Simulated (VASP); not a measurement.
Here is a VASP 6.6.1 calculation.

The input INCAR:

```
SYSTEM = Al
PREC = Accurate ; ENCUT = 520
EDIFF = 1E-6 ; ISMEAR = 0
SIGMA = 0.1 ; LREAL = .FALSE.
LASPH = .TRUE. ; NELM = 100
ALGO = Fast ; ISIF = 2
LWAVE = .FALSE. ; LCHARG = .FALSE.
GGA = PE ; NBANDS = 18
```

Contents of KPOINTS:

```
regular mesh
0
G
  6 4 18
  0 0 0
```

File POSCAR:

```
Al
1.0
    5.9140254595     -0.0000524732      0.0531263090
   -2.4850905545      9.0559319096     -0.0044343011
   -1.3826523046      1.5131132146      1.9263152878
Al
6
Direct
    0.3333333333      0.6666666667      0.0000000000
    0.8333333333      0.6666666667      0.0000000000
    0.1666666667      0.3333333333      0.0000000000
    0.6666666667      0.3333333333      0.0000000000
    0.0000000000      0.0000000000      0.0000000000
    0.5000000000      0.0000000000      0.0000000000
```

Potentials or basis: VASP PAW PBE potentials, release 64 (Al).

Command:

```bash
$ cat potpaw_PBE.64/Al/POTCAR > POTCAR
$ mpirun -np 1 vasp_std > vasp.out
```

Question: Estimate the band gap on the k mesh.

Answer: Zero (band 9 reaches 9.50 eV, above the bottom of band 10 at 5.60 eV).

Question: Predict the pressure.

Answer: -2.7 GPa.

Stress tensor (GPa, compression positive):
```
-3.83 -1.15 -0.03
-1.15 -4.28 -0.03
-0.03 -0.03 -0.03
```
